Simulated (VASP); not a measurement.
# Rb3H: single point with r2SCAN

Crystal: Rb3H.

```
CELL_PARAMETERS angstrom
4.58836 0.00000 0.00000
-2.29418 3.97363 0.00000
0.00000 0.00000 12.24879
ATOMIC_POSITIONS crystal
Rb 0.00000 0.00000 0.00000
Rb 0.33333 0.66667 0.35893
Rb 0.66667 0.33333 0.64107
H 0.00000 0.00000 0.50000
```

```yaml
Program: VASP 6.6.1
Task: single point
Functional: r2SCAN
Potentials_or_basis: VASP PAW PBE potentials, release 64 (Rb_sv, H)
Cutoff: 550 eV
k_mesh: 12 × 12 × 4
Occupations: gaussian, width 0.1 eV
Spin: no spin polarisation
Dipole_correction: no
Further_INCAR_settings: ALGO = Normal; EDIFF = 1e-06; NBANDS = 22
```

The pressure is 0.0 GPa. The largest force is 0.047 eV/Å and the band gap on the k mesh is zero (bands 14 and 15 overlap by 2.14 eV).

Forces on the atoms (eV/Å):
```
Rb   0.000  0.000  0.000
Rb   0.000  0.000  0.047
Rb   0.000  0.000 -0.047
H    0.000  0.000  0.000
```

Stress tensor (GPa, compression positive):
```
-0.02  0.00  0.00
 0.00 -0.02  0.00
 0.00  0.00  0.06
```

Levels at points of the mesh, in eV from the Fermi level:
```tsv
k point	band 10	band 11	band 12	band 13	band 14	band 15	band 16	band 17	band 18	band 19
(0.00, 0.00, 0.00)	-13.55	-13.55	-13.53	-3.85	-1.71	-0.95	0.99	1.43	3.51	3.88
(0.50, 0.00, 0.00)	-13.58	-13.57	-13.55	-3.16	0.41	0.51	0.98	1.17	1.86	2.02
(0.00, 0.00, 0.50)	-13.55	-13.55	-13.55	-3.84	-1.89	-0.43	0.13	2.56	2.75	3.84
(0.50, 0.00, 0.50)	-13.58	-13.58	-13.54	-3.16	0.35	0.56	0.82	1.59	1.68	2.09
```

Run time: 10 min on 1 thread of Intel(R) Xeon(R) 6975P-C (Granite Rapids), on a shared host, peak memory 0.55 GiB.

Caveat: the PAW data sets were made with another functional, which shifts forces and pressure a little.
